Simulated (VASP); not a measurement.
Input of a VASP 6.6.1 run:

Contents of INCAR:

```
SYSTEM = Bi2Te3
ALGO = Normal ; DIPOL = 0.5 0.5 0.500
EDIFF = 1E-7 ; ENCUT = 520
GGA = PE ; IDIPOL = 3
ISIF = 2 ; ISMEAR = 0
IVDW = 12 ; KPAR = 2
LASPH = .TRUE. ; LCHARG = .FALSE.
LDIPOL = .TRUE. ; LREAL = .FALSE.
LWAVE = .FALSE. ; NBANDS = 59
NELM = 80 ; PREC = Accurate
SIGMA = 0.02
```

KPOINTS

```
k-points
0
G
  6 6 1
  0 0 0
```

POSCAR

```
Bi2Te3
1.0
    4.3497383004      0.0000000000      0.0000000000
   -2.1748691502      3.7669838679      0.0000000000
    0.0000000000      0.0000000000     62.8978156146
Te Bi
6 4
Direct
    0.0000000000      0.0000000000      0.3559887737
    0.6666666667      0.3333333333      0.4162365829
    0.3333333333      0.6666666667      0.4765019726
    0.0000000000      0.0000000000      0.5234977713
    0.6666666667      0.3333333333      0.5837633542
    0.3333333333      0.6666666667      0.6440114618
    0.3333333333      0.6666666667      0.3836857887
    0.0000000000      0.0000000000      0.4486226454
    0.3333333333      0.6666666667      0.5513769037
    0.0000000000      0.0000000000      0.6163147456
```

Potentials or basis: VASP PAW PBE potentials, release 64 (Te, Bi_d).

Launch:

```console
$ cat potpaw_PBE.64/Te/POTCAR potpaw_PBE.64/Bi_d/POTCAR > POTCAR
$ mpirun -np 2 vasp_std > vasp.out
```

(1) Predict the largest force.

(2) Estimate the dispersion energy per atom.

(3) What does it give for the band gap on the k mesh?

Results:

(1) 0.020 eV/Å.

(2) -0.397 eV.

(3) 0.74 eV.

Caveat: spin-orbit coupling is left out, which moves the levels of the heavy elements.
